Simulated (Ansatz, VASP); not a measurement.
**PbSe: VASP beside Ansatz**

Contents of INCAR:

```
SYSTEM = PbSe
ALGO = Normal ; EDIFF = 1E-6
ENCUT = 520 ; GGA = PE
ISIF = 2 ; ISMEAR = 0
LASPH = .True. ; LCHARG = .False.
LREAL = .False. ; LWAVE = .False.
NBANDS = 28 ; NELM = 100
PREC = Accurate ; SIGMA = 0.05
```

Contents of KPOINTS:

```
k-points
0
Gamma
  8 8 6
  0 0 0
```

POSCAR

```
PbSe
1.0
    4.2709919997      0.0000000000      0.0000000000
   -2.1354959999      3.6987875711      0.0000000000
    0.0000000000      0.0000000000      7.6440140151
Pb Se
2 2
Direct
    0.3333333333      0.6666666667      0.2500000000
    0.6947631838      0.3333333333      0.7500000000
    0.0000000000      0.0000000000      0.0000000000
    0.0000000000      0.0000000000      0.5000000000
```

Input for Ansatz:

```yaml
crystal:
  lattice:
    - [4.2709919997, 0.0, 0.0]
    - [-2.1354959999, 3.6987875711, 0.0]
    - [0.0, 0.0, 7.6440140151]
  atoms:
    - { symbol: Pb, position: [0.3333333333, 0.6666666667, 0.25] }
    - { symbol: Pb, position: [0.6947631838, 0.3333333333, 0.75] }
    - { symbol: Se, position: [0.0, 0.0, 0.0] }
    - { symbol: Se, position: [0.0, 0.0, 0.5] }
basis:
  ecutwfc: 420
  ecutrho_ratio: 4
kpoints:
  mp_grid: { grid: [8, 8, 6] }
hamiltonian:
  xc: pbe
scf:
  occupations: { method: gaussian, width: 0.05 }
output:
  forces: true
  stress: true
  eigenvalues: true
```

Alike in both runs: task single point; functional PBE; k mesh 8 × 8 × 6; occupations gaussian, width 0.05 eV; no spin polarisation.

|  | VASP | Ansatz |
| --- | --- | --- |
| version | VASP 6.6.1 | Ansatz 0.2.0 |
| potentials or method | VASP PAW PBE potentials, release 64 (Pb_d, Se), cutoff 520 eV | scalar-relativistic, plane waves, PAW |
| valence electrons in the cell | 40 | 60 |

VASP gave:

* gap on the k mesh at the Fermi level (eV): 0.20
* least direct gap on the mesh (eV): 0.26
* pressure (GPa): 0.1
* traceless stress, the component that is largest in VASP (GPa): -0.12
* rms of the force components (eV/Å): 0.067

Problem. Estimate Ansatz's values.

Solution. gap on the k mesh at the Fermi level (eV): 0.19; least direct gap on the mesh (eV): 0.26; pressure (GPa): 0.1; traceless stress, the component that is largest in VASP (GPa): -0.12; rms of the force components (eV/Å): 0.067.

Atom by atom the forces differ by 0.001 eV/Å (rms over components). VASP's potentials hold 40 valence electrons a cell and Ansatz's 60, so a difference there can come from the potentials and not from the codes.

Neither program's run includes spin-orbit coupling.
